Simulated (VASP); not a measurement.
# Pb (Im-3m) in VASP: a series of runs, part 2 of 2

VASP 6.6.1. Earlier steps stand in the parts before.

**4. Single point, PBE-based screened hybrid with 25 % exact exchange (24.83 Å³/atom)**

Input file POSCAR:

```
Pb
1.0
   -1.8377531478      1.8377531478      1.8377531478
    1.8377531478     -1.8377531478      1.8377531478
    1.8377531478      1.8377531478     -1.8377531478
Pb
1
Direct
    0.0000000000      0.0000000000      0.0000000000
```

Input file INCAR.step1:

```
SYSTEM = Pb
PREC = Accurate ; ENCUT = 400
EDIFF = 1E-5 ; ISMEAR = 1
SIGMA = 0.15 ; LREAL = .FALSE.
LASPH = .TRUE. ; NELM = 120
ALGO = Normal ; ISIF = 2
LWAVE = .TRUE. ; LCHARG = .FALSE.
NBANDS = 13 ; GGA = PE
GGA_COMPAT = .FALSE.
```

Input file INCAR.step2:

```
SYSTEM = Pb
PREC = Accurate ; ENCUT = 400
EDIFF = 1E-6 ; ISMEAR = 1
SIGMA = 0.15 ; LREAL = .FALSE.
LASPH = .TRUE. ; NELM = 120
ALGO = Normal ; ISIF = 2
LWAVE = .FALSE. ; LCHARG = .FALSE.
GGA = PE ; LHFCALC = .TRUE.
AEXX = 0.25 ; HFSCREEN = 0.3
PRECFOCK = Normal ; NBANDS = 13
ISTART = 1 ; GGA_COMPAT = .FALSE.
```

Input file KPOINTS:

```
Automatic mesh
0
G
  7 7 7
  0 0 0
```

Potentials or basis: VASP PAW PBE potentials, release 64 (Pb_d).

Run with:

```bash
> cat potpaw_PBE.64/Pb_d/POTCAR > POTCAR
> cp INCAR.step1 INCAR
> mpirun -np 1 vasp_std > vasp.out
> cp INCAR.step2 INCAR
> mpirun -np 1 vasp_std > vasp.out
```

OUTCAR:

```text
SYSTEM = Pb
   PREC = Accurate
   ENCUT = 400
   EDIFF = 1E-6
   ISMEAR = 1
   LREAL = .FALSE.
   LASPH = .TRUE.
   NELM = 120
   ISIF = 2
   GGA = PE
   LHFCALC = .TRUE.
   AEXX = 0.25
   HFSCREEN = 0.3
   PRECFOCK = Normal
   ISTART = 1

 ion  position               nearest neighbor table
   1  0.000  0.000  0.000-

  LATTYP: Found a body centered cubic cell.
 ALAT       =     3.6755062956

  Lattice vectors:

 A1 = (  -1.8377531478,   1.8377531478,   1.8377531478)
 A2 = (   1.8377531478,  -1.8377531478,   1.8377531478)
 A3 = (   1.8377531478,   1.8377531478,  -1.8377531478)

Analysis of symmetry for initial positions (statically):
=====================================================================
 Subroutine PRICEL returns:
 Original cell was already a primitive cell.

 Routine SETGRP: Setting up the symmetry group for a
 body centered cubic supercell.

 Subroutine GETGRP returns: Found 48 space group operations
 (whereof 48 operations were pure point group operations)
 out of a pool of 48 trial point group operations.

The static configuration has the point symmetry O_h .

Analysis of symmetry for dynamics (positions and initial velocities):
=====================================================================
 Subroutine PRICEL returns:
 Original cell was already a primitive cell.

 Routine SETGRP: Setting up the symmetry group for a
 body centered cubic supercell.

 Subroutine GETGRP returns: Found 48 space group operations
 (whereof 48 operations were pure point group operations)
 out of a pool of 48 trial point group operations.

The dynamic configuration has the point symmetry O_h .

 Subroutine INISYM returns: Found 48 space group operations
 (whereof 48 operations are pure point group operations),
 and found     1 'primitive' translations

----------------------------------------------------------------------------------------
[... 120 lines left out ...]
   HFSCREENC=   0.3000 screening length for correlation (either q_TF or 0.3 A-1)
   ENCUTFOCK=  -1.0 apply spherical cutoff to Coloumb kernel
   IVDW    =     0    specifies the selected vdW correction
   LEPSILON=     F    determine dielectric tensor
   LRPA    =     F    only Hartree local field effects (RPA)
 non-spin polarized calculation
 Methfessel and Paxton  Order N= 1 SIGMA  =   0.15
  energy-cutoff  :      400.00
  volume of cell :       24.83
 maximum number of plane-waves:       466
 NGX is ok and might be reduce to    24
  NGX = 16; NGY = 16; NGZ = 16

 number of electron      14.0000006 magnetization

 Free energy of the ion-electron system (eV)
  ---------------------------------------------------
  ext. energy  EPLUGINS =         0.00000000
  ---------------------------------------------------
  free energy    TOTEN  =        -3.70531458 eV

  energy without entropy =       -3.70560680  energy(sigma->0) =       -3.70541198

 E-fermi :  10.1549     XC(G=0):  -9.3663

 val. band max:       10.1046234239   @ k =   0.2857   0.0000   0.0000
 cond. band min:      10.2730698805   @ k =   0.2857   0.1429   0.1429
 fundamental gap:      0.1684464566
 Fermi energy:        10.1549178662

 k-point     1 :       0.0000    0.0000    0.0000
  band No.  band energies     occupation
      1      -9.4613      2.00000
      2      -9.4613      2.00000
      3      -9.4613      2.00000
      4      -9.0311      2.00000
      5      -9.0311      2.00000
      6      -4.8795      2.00000
      7      20.0735      0.00000
      8      20.0735      0.00000
      9      20.0735      0.00000
     10      21.7364      0.00000
     11      21.7364      0.00000
     12      21.7364      0.00000
     13      25.5865      0.00000
[... 290 lines left out ...]
  band No.  band energies     occupation
      1      -9.5805      2.00000
      2      -9.5538      2.00000
      3      -8.8759      2.00000
      4      -8.8759      2.00000
      5      -8.8598      2.00000
      6       4.2433      2.00000
      7       9.2405      2.00000
      8       9.3530      2.00000
      9       9.3530      2.00000
     10      14.9497      0.00000
     11      16.2923      0.00000
     12      27.7824      0.00000
     13      31.0933      0.00000

------------------------ aborting loop because EDIFF is reached ----------------------------------------

  FORCE on cell =-STRESS in cart. coord.  units (eV):
  Direction    XX          YY          ZZ          XY          YZ          ZX
  --------------------------------------------------------------------------------------
  -------------------------------------------------------------------------------------
  Total        2.5114629      2.5114629      2.5114629      0.0000000      0.0000000      0.0000000
  in kB      162.0749261    162.0749261    162.0749261      0.0000000      0.0000000      0.0000000
  external PRESSURE =     162.0749261 kB  Pullay stress =       0.0000000 kB

 VOLUME and BASIS-vectors are now :
 -----------------------------------------------------------------------------
  energy-cutoff  :      400.00
  volume of cell :       24.83
      direct lattice vectors                 reciprocal lattice vectors
    -1.837753148  1.837753148  1.837753148     0.000000000  0.272071361  0.272071361
     1.837753148 -1.837753148  1.837753148     0.272071361  0.000000000  0.272071361
     1.837753148  1.837753148 -1.837753148     0.272071361  0.272071361  0.000000000

 POSITION                                       TOTAL-FORCE (eV/Angst)
 -----------------------------------------------------------------------------------
      0.00000      0.00000      0.00000         0.000000      0.000000     -0.000000
 -----------------------------------------------------------------------------------
    total drift:                               -0.000000     -0.000001      0.000002

  FREE ENERGIE OF THE ION-ELECTRON SYSTEM (eV)
  ---------------------------------------------------
  free  energy   TOTEN  =        -3.7053145764 eV

  energy  without entropy=       -3.7056067968  energy(sigma->0) =       -3.70541198
```

Run time: 14 min. Hardware: 1 thread of Intel Xeon Platinum 8488C (Sapphire Rapids), shared host; peak memory 0.24 GiB.

What came out:

* Free energy: -3.7053 eV
* Pressure: 16.2 GPa
* Band gap on the k mesh: zero (bands 7 and 8 overlap by 12.80 eV)

Levels at points of the mesh, in eV from the Fermi level:
| k point | band 5 | band 6 | band 7 | band 8 | band 9 | band 10 |
| --- | --- | --- | --- | --- | --- | --- |
| (0.00, 0.00, 0.00) | -19.19 | -15.03 | 9.92 | 9.92 | 9.92 | 11.58 |

Caveat: the cell stands under pressure; the PAW data sets were made with another functional, which shifts forces and pressure a little; spin-orbit coupling is left out, which moves the levels of the heavy elements.

**5. The runs side by side**

```csv
level,cell,k mesh,cutoff (eV),smearing,grid for exact exchange (PRECFOCK),share of exact exchange,screening parameter,gap on the mesh (eV),pressure (GPa)
PBE,"a = 3.183 Å, angles 109.5°, 1 atom",9 × 9 × 9,500,methfessel-paxton 0.025 eV,-,-,-,none,17.5
r2SCAN,"a = 3.474 Å, angles 109.5°, 1 atom",9 × 9 × 9,550,fermi-dirac 0.01 eV,-,-,-,none,-2.1
PBE-based screened hybrid with 25 % exact exchange,"a = 3.183 Å, angles 109.5°, 1 atom",7 × 7 × 7,400,methfessel-paxton 0.15 eV,Normal,0.25,0.3 1/Å,none,16.2
```

Alike in all rows: task single point; potentials or basis VASP PAW PBE potentials, release 64 (Pb_d); no spin polarisation.

Caveats: spin-orbit coupling is left out, which moves the levels of the heavy elements; the cell stands under pressure (at least some runs); the PAW data sets were made with another functional, which shifts forces and pressure a little (at least some runs).

Total energies depend on the potentials used, so only differences within one code and one set of settings carry meaning.
